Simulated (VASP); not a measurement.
Co:

```
Co
1.0
    -1.40414    1.40414    1.40414
     1.40414   -1.40414    1.40414
     1.40414    1.40414   -1.40414
Co
1
Direct
  0.00000 0.00000 0.00000
```

```yaml
Program: VASP 6.6.1
Task: relaxation of cell and atoms
Functional: PBE
Potentials_or_basis: VASP PAW PBE potentials, release 64 (Co)
Cutoff: 600 eV
k_mesh: 16 × 16 × 16
Occupations: fermi-dirac, width 0.1 eV
Spin: no spin polarisation
```

At the start: pressure -10.2 GPa; volume 11.07 Å³/atom.

Q: Where does the relaxation end?

A: Over 3 steps the energy falls by 17.9 meV/atom and the volume is 10.54 Å³/atom (-4.8 %); space group Im-3m (No. 229, to 0.05 Å).

The path:
| step | energy change (eV) | largest force (eV/Å) | pressure (GPa) | volume (Å³) |
| --- | --- | --- | --- | --- |
| 1 | 0.0000 | 0.0000 | -10.24 | 11.07 |
| 2 | 0.0064 | 0.0000 | 14.66 | 9.98 |
| 3 | -0.0179 | 0.0000 | -0.10 | 10.54 |

Final structure:
```
CELL_PARAMETERS angstrom
-1.38142 1.38142 1.38142
1.38142 -1.38142 1.38142
1.38142 1.38142 -1.38142
ATOMIC_POSITIONS crystal
Co 0.00000 0.00000 0.00000
```

Caveat: the run has no spin polarisation, though such a crystal can be magnetic.
